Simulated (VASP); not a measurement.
Input of a VASP 6.6.1 run:

The input INCAR:

```
PREC     = Accurate       # precision mode
ENCUT    = 600            # plane-wave cutoff, eV
EDIFF    = 1E-6           # SCF threshold, eV
ISMEAR   = 0              # smearing method
SIGMA    = 0.1            # smearing width, eV
LREAL    = F              # projectors in reciprocal space
LASPH    = T              # aspherical terms in the spheres
NELM     = 60             # most SCF steps
ALGO     = Normal         # electronic algorithm
ISIF     = 3              # what is computed and relaxed
LWAVE    = F              # write WAVECAR
LCHARG   = F              # write CHGCAR
GGA      = PE             # functional
IBRION   = 2              # ionic algorithm
NSW      = 100            # ionic steps
EDIFFG   = -0.01          # ionic threshold
```

File KPOINTS:

```
Automatic mesh
0
Gamma
  16 16 16
```

Contents of POSCAR:

```
InAs
1.0
    0.0000000000      3.0535616900      3.0535616900
    3.0535616900      0.0000000000      3.0535616900
    3.0535616900      3.0535616900      0.0000000000
In As
1 1
Direct
    0.7500000000      0.7500000000      0.7500000000
    0.0000000000      0.0000000000      0.0000000000
```

Potentials or basis: VASP PAW PBE potentials, release 64 (In_d, As).

The run is started by

```bash
$ cat potpaw_PBE.64/In_d/POTCAR potpaw_PBE.64/As/POTCAR > POTCAR
$ mpirun -np 1 vasp_std > vasp.out
```

Question: Predict the band gap on the k mesh.

Answer: Zero (filled and empty bands touch).

Question: What does it give for the relaxed volume?

Answer: 29.63 Å³/atom.

Question: What does it give for the relaxed cell?

Answer: a = 4.376 Å, b = 4.376 Å, c = 4.376 Å, α = 60.00°, β = 60.00°, γ = 60.00°.

Question: Predict the space group after relaxing (to 0.05 Å).

Answer: F-43m (No. 216).

Final structure:
```yaml
crystal:
  lattice:
    - [0.00000, 3.09427, 3.09427]
    - [3.09427, 0.00000, 3.09427]
    - [3.09427, 3.09427, 0.00000]
  atoms:
    - { symbol: In, position: [0.75000, 0.75000, 0.75000] }
    - { symbol: As, position: [0.00000, 0.00000, 0.00000] }
```

Caveat: spin-orbit coupling is left out, which moves the levels of the heavy elements.
